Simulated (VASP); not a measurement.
A run of VASP 6.6.1 is set up as follows.

Contents of POSCAR:

```
Si
1.0
   -1.6269149300      1.6269149300      1.3203298500
    1.6269149300     -1.6269149300      1.3203298500
    1.6269149300      1.6269149300     -1.3203298500
Si
1
Direct
    0.0000000000      0.0000000000      0.0000000000
```

File INCAR.step1:

```
SYSTEM = Si
PREC = Accurate ; ENCUT = 520
ISMEAR = 0 ; SIGMA = 0.15
LREAL = .False. ; LASPH = .True.
NELM = 100 ; NBANDS = 8
GGA = PE ; ALGO = Normal
EDIFF = 1E-4 ; LWAVE = .True.
LCHARG = .False.
```

Contents of INCAR.step2:

```
SYSTEM = Si
PREC = Accurate ; ENCUT = 520
EDIFF = 1E-7 ; ISMEAR = 0
SIGMA = 0.15 ; LREAL = .False.
LASPH = .True. ; NELM = 100
ALGO = Normal ; ISIF = 2
LWAVE = .False. ; LCHARG = .False.
METAGGA = R2SCAN ; LMIXTAU = .True.
NBANDS = 8 ; ISTART = 1
```

The input KPOINTS:

```
regular mesh
0
Gamma
  26 26 26
  0 0 0
```

Potentials or basis: VASP PAW PBE potentials, release 64 (Si).

Command:

```console
$ cat potpaw_PBE.64/Si/POTCAR > POTCAR
$ cp INCAR.step1 INCAR
$ mpirun -np 1 vasp_std > vasp.out
$ cp INCAR.step2 INCAR
$ mpirun -np 1 vasp_std > vasp.out
```

(1) What does it give for the band gap on the k mesh?

(2) What does it give for the pressure?

Results:

(1) zero (band 2 reaches 20.98 eV, above the bottom of band 3 at 6.72 eV).

(2) 0.0 GPa.

Caveat: the PAW data sets were made with another functional, which shifts forces and pressure a little.
